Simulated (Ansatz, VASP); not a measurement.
**One calculation of Se, two programs**

```
Se
1.0
     4.36964    0.00000    0.00000
    -2.18482    3.78422    0.00000
     0.00000    0.00000    4.96589
Se
3
Cartesian
  0.9482 0.0000 0.8276
  -0.4741 0.8212 4.1382
  1.7107 2.9630 2.4829
```

Change from the starting cell: volume scaled by 1.01.

Alike in both runs: task single point; functional PBE; k mesh 8 × 8 × 6; occupations fermi-dirac, width 0.03 eV; no spin polarisation.

```csv
,VASP,Ansatz
version,VASP 6.6.1,Ansatz 0.2.0
potentials or method,"VASP PAW PBE potentials, release 64 (Se), cutoff 520 eV","all-electron LAPW, scalar-relativistic"
```

VASP gave:

- gap on the k mesh at the Fermi level (eV): 1.09
- pressure (GPa): 5.0
- traceless stress, the component that is largest in VASP (GPa): 1.63
- rms of the force components (eV/Å): 0.615

What did Ansatz give for the same quantities?

gap on the k mesh at the Fermi level (eV): 1.11; pressure (GPa): 4.8; traceless stress, the component that is largest in VASP (GPa): 1.55; rms of the force components (eV/Å): 0.586.

Atom by atom the forces differ by 0.028 eV/Å (rms over components). Ansatz ran all-electron here, and VASP with PAW potentials.
